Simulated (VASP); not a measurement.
Crystal: MgBe2Te3.

```
Mg Be Te
1.0
     8.01538    0.00000    0.00000
    -4.00769    6.94152    0.00000
     0.00000    0.00000    3.31812
Mg Be Te
1 2 3
Cartesian
  0.0000 0.0000 1.6591
  0.0000 4.6277 0.0000
  4.0077 2.3138 0.0000
  4.0077 0.0000 0.0000
  -2.0038 3.4708 0.0000
  2.0038 3.4708 0.0000
```

- Program: VASP 6.6.1
- Task: relaxation of cell and atoms
- Functional: PBE
- Potentials or basis: VASP PAW PBE potentials, release 64 (Mg, Be, Te)
- Cutoff: 600 eV
- k mesh: 6 × 6 × 12
- Occupations: gaussian, width 0.1 eV
- Spin: no spin polarisation

At the start: pressure -0.2 GPa; volume 30.77 Å³/atom.

Task: Where does the relaxation end?

Result: Over 7 steps the energy falls by 6.2 meV/atom and the volume is 30.14 Å³/atom (-2.0 %); space group P6/mmm (No. 191, to 0.05 Å).

Step by step:
| step | energy change (eV) | largest force (eV/Å) | pressure (GPa) | volume (Å³) |
| --- | --- | --- | --- | --- |
| 1 | 0.0000 | 0.0000 | -0.15 | 184.62 |
| 2 | -0.0252 | 0.0000 | -0.33 | 183.82 |
| 3 | -0.0345 | 0.0000 | -0.38 | 182.83 |
| 4 | -0.0348 | 0.0000 | -0.39 | 182.99 |
| 5 | -0.0372 | 0.0000 | 0.05 | 180.47 |
| 6 | -0.0373 | 0.0000 | -0.02 | 180.83 |
| 7 | -0.0374 | 0.0000 | 0.00 | 180.83 |

Final structure:
```
Mg Be Te
1.0
     8.06362    0.00000    0.00000
    -4.03181    6.98330    0.00000
     0.00000    0.00000    3.21138
Mg Be Te
1 2 3
Direct
  0.00000 0.00000 0.50000
  0.33333 0.66667 0.00000
  0.66667 0.33333 0.00000
  0.50000 0.00000 0.00000
  0.00000 0.50000 0.00000
  0.50000 0.50000 0.00000
```
